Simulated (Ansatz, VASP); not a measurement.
One calculation of Fe, two programs

File INCAR:

```
PREC = Accurate
ENCUT = 520
EDIFF = 1E-6
ISMEAR = -1
SIGMA = 0.05
LREAL = False
LASPH = True
NELM = 150
ALGO = Normal
ISIF = 2
LWAVE = False
LCHARG = True
ISPIN = 2
MAGMOM = 2.648 2.584 2.584
LORBIT = 11
LMAXMIX = 4
GGA = RE
LELF = True
LVHAR = True
NBANDS = 23
```

Contents of KPOINTS:

```
regular mesh
0
Gamma
  10 10 15
```

File POSCAR:

```
Fe
1.0
    4.1652275089      0.0000000000      0.0000000000
   -2.0826137545      3.6071928353      0.0000000000
    0.0000000000      0.0000000000      2.3771816347
Fe
3
Direct
    0.0000000000      1.0000000000      0.0000000000
    0.3333333333      0.6666666667      0.5000000000
    0.6666666667      0.3333333333      0.5000000000
```

Input for Ansatz:

```yaml
crystal:
  lattice:
    - [4.1652275089, 0.0, 0.0]
    - [-2.0826137545, 3.6071928353, 0.0]
    - [0.0, 0.0, 2.3771816347]
  atoms:
    - { symbol: Fe, position: [0.0, 1.0, 0.0], spin: 2.648 }
    - { symbol: Fe, position: [0.3333333333, 0.6666666667, 0.5], spin: 2.584 }
    - { symbol: Fe, position: [0.6666666667, 0.3333333333, 0.5], spin: 2.584 }
hamiltonian:
  xc: revpbe
  pseudopotentials:
    kind: paw
    azcp:
      Fe: "pseudopotentials/Fe.paw.azcp"
basis:
  ecutwfc: 420
  fft_grid_basis: typed
kpoints:
  mp_grid: { grid: [10, 10, 15], shift: [0, 0, 0] }
magnetization:
  spin_polarized: true
scf:
  occupations: { method: fermi_dirac, width: 0.05 }
  lower_state_search: "off"
output:
  stress: true
  write_density: true
  write_potential: true
  elf: true
  volumetric_format: npy
```

Alike in both runs: task single point; functional revPBE; k mesh 10 × 10 × 15; occupations fermi-dirac, width 0.05 eV; collinear spin.

|  | VASP | Ansatz |
| --- | --- | --- |
| version | VASP 6.6.1 | Ansatz 0.2.0 |
| potentials or method | VASP PAW PBE potentials, release 64 (Fe), cutoff 520 eV | plane waves (420 eV) with PAW, scalar-relativistic |
| valence electrons in the cell | 24 | 48 |

Ansatz gave:

| Item | Value |
| --- | --- |
| pressure (GPa) | 5.4 |
| traceless stress, the component that is largest in VASP (GPa) | -0.81 |
| net moment per atom (μB) | 2.49 |
| size of the moment on the site where the two differ most (μB) | 2.59 |

Which values does VASP return?

Pressure (GPa): 5.3; traceless stress, the component that is largest in VASP (GPa): -1.06; net moment per atom (μB): 2.50; size of the moment on the site where the two differ most (μB): 2.56.

VASP's potentials were made for PBE, not for revPBE. Site moments also hang on the region over which each program counts them. VASP's potentials hold 24 valence electrons a cell and Ansatz's 48, so a difference there can come from the potentials and not from the codes.
